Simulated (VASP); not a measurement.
**Li2S: single point with HSE06**

Crystal: Li2S.

```
S Li
1.0
     0.00000    2.84529    2.84529
     2.84529    0.00000    2.84529
     2.84529    2.84529    0.00000
S Li
1 2
Direct
  0.00000 0.00000 0.00000
  0.25000 0.25000 0.25000
  0.75000 0.75000 0.75000
```

| Property | Result |
| --- | --- |
| Program | VASP 6.6.1 |
| Task | single point |
| Functional | HSE06 |
| Potentials or basis | VASP PAW PBE potentials, release 64 (S, Li_sv) |
| Cutoff | 650 eV |
| k mesh | 6 × 6 × 6 |
| Occupations | gaussian, width 0.01 eV |
| Spin | no spin polarisation |
| Dipole correction | no |
| Grid for exact exchange (PRECFOCK) | Normal |
| Further INCAR settings | ALGO = Normal; EDIFF = 1e-06; NBANDS = 13 |
| Share of exact exchange | 0.25 |
| Screening parameter | 0.2079 1/Å |

```yaml
Pressure: -0.6 GPa
Band_gap_on_the_k_mesh: 4.33 eV (least direct gap 5.35 eV)
```

Levels at points of the mesh, in eV from the valence-band top:
```csv
k point,band 4,band 5,band 6,band 7,band 8,band 9
"(0.00, 0.00, 0.00)",0.00,0.00,0.00,5.35,7.39,7.39
"(0.50, 0.00, 0.00)",-3.16,-0.55,-0.55,7.28,7.72,7.72
"(0.50, 0.50, 0.00)",-2.41,-1.54,-1.54,4.33,8.25,12.56
```

Run time: 25 min on 1 thread of Intel(R) Xeon(R) Platinum 8488C (Sapphire Rapids), on a shared host, peak memory 0.32 GiB.

Caveat: the PAW data sets were made with another functional, which shifts forces and pressure a little. A k mesh can miss the band edges.
